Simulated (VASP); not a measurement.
Set up this calculation in VASP 6.6.1, as the native input.

```
Task                   : single point
Functional             : PBE
Potentials or basis    : VASP PAW PBE potentials, release 64 (Pt, F)
Cutoff                 : 520 eV
k mesh                 : 6 × 6 × 4
Occupations            : gaussian, width 0.1 eV
Spin                   : collinear spin
Starting moments       : [1.0, 1.0, 0.0, 0.0, 0.0, 0.0] μB
Dipole correction      : no
Further INCAR settings : ALGO = Normal; EDIFF = 1e-06; NBANDS = 37
```

The structure of PtF2 lies in POSCAR:

```
PtF2
1.0
    3.8186649805      0.0000000000      0.0000000000
   -1.9093324902      3.3070608817      0.0000000000
    0.0000000000      0.0000000000      6.0867809378
Pt F
2 4
Direct
    0.6666666667      0.3333333333      0.2500000000
    0.3333333333      0.6666666667      0.7500000000
    0.0000000000      0.0000000000      0.0000000000
    0.3333333333      0.6666666667      0.2500000000
    0.6666666667      0.3333333333      0.7500000000
    0.0000000000      0.0000000000      0.5000000000
```

The cell was generated, and may not be a known phase.

These files were run (other wordings do the same):

INCAR

```
SYSTEM = PtF2
PREC     = Accurate       ! precision mode
ENCUT    = 520            ! plane-wave cutoff, eV
EDIFF    = 1E-6           ! SCF threshold, eV
ISMEAR   = 0              ! smearing method
SIGMA    = 0.1            ! smearing width, eV
LREAL    = .False.        ! projectors in reciprocal space
LASPH    = .True.         ! aspherical terms in the spheres
NELM     = 150            ! most SCF steps
ALGO     = Normal         ! electronic algorithm
ISIF     = 2              ! what is computed and relaxed
LWAVE    = .False.        ! write WAVECAR
LCHARG   = .False.        ! write CHGCAR
ISPIN    = 2              ! spin polarisation
MAGMOM   = 1 1 0 0 0 0    ! initial moments
LORBIT   = 11             ! projections on sites
LMAXMIX  = 4              ! l up to which the mixer works
GGA      = PE             ! functional
NBANDS   = 37             ! bands
```

KPOINTS

```
regular mesh
0
Gamma
  6 6 4
  0 0 0
```

Potentials or basis: VASP PAW PBE potentials, release 64 (Pt, F).

Run with:

```bash
$ cat potpaw_PBE.64/Pt/POTCAR potpaw_PBE.64/F/POTCAR > POTCAR
$ mpirun -np 1 vasp_std > vasp.out
```

Results of the run:

The pressure is -0.2 GPa and the net moment is 3.78 μB per cell. The site moments are Pt +1.44; F +0.21, +0.19 (each value once) μB and the valence electrons inside the program's atomic spheres are Pt 8.45; F 5.98, 6.01 (each value once).

It took 2.6 min on 1 thread of Oxide Virtual Turin-like Processor, on a shared host, peak memory 0.23 GiB.
